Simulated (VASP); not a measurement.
# Fe: single point with LDA

Fe:

```
CELL_PARAMETERS angstrom
0.00000 1.94174 1.96511
1.49844 0.00000 1.96511
1.49844 1.94174 0.00000
ATOMIC_POSITIONS crystal
Fe 0.00000 0.00000 0.00000
```

```yaml
Program: VASP 6.6.1
Task: single point
Functional: LDA
Potentials_or_basis: VASP PAW LDA potentials, release 64 (Fe)
Cutoff: 520 eV
k_mesh: 13 × 13 × 13
Occupations: gaussian, width 0.02 eV
Spin: collinear spin, ferromagnetic start
Starting_moments: "[3.0] μB"
```

```yaml
Pressure: -19.6 GPa
Net_moment: 2.11 μB per cell
Site_moments: Fe +2.08 μB
Valence_electrons_inside_the_program's_atomic_spheres: Fe 7.27
```

Stress tensor (GPa, compression positive):
```
-25.34   0.00   0.00
  0.00 -16.00   0.00
  0.00   0.00 -17.35
```

Levels at points of the mesh, in eV from the Fermi level:
Spin up:
| k point | band 3 | band 4 | band 5 | band 6 | band 7 | band 8 |
| --- | --- | --- | --- | --- | --- | --- |
| (0.00, 0.00, 0.00) | -2.35 | -1.98 | -1.20 | -0.80 | 23.68 | 25.17 |
Spin down:
| k point | band 1 | band 2 | band 3 | band 4 | band 5 | band 6 |
| --- | --- | --- | --- | --- | --- | --- |
| (0.00, 0.00, 0.00) | -8.15 | -0.78 | -0.65 | -0.18 | 0.93 | 1.48 |

Run time: 30 s on 1 thread of Intel(R) Xeon(R) 6975P-C (Granite Rapids), with other jobs on the host, peak memory 0.19 GiB.
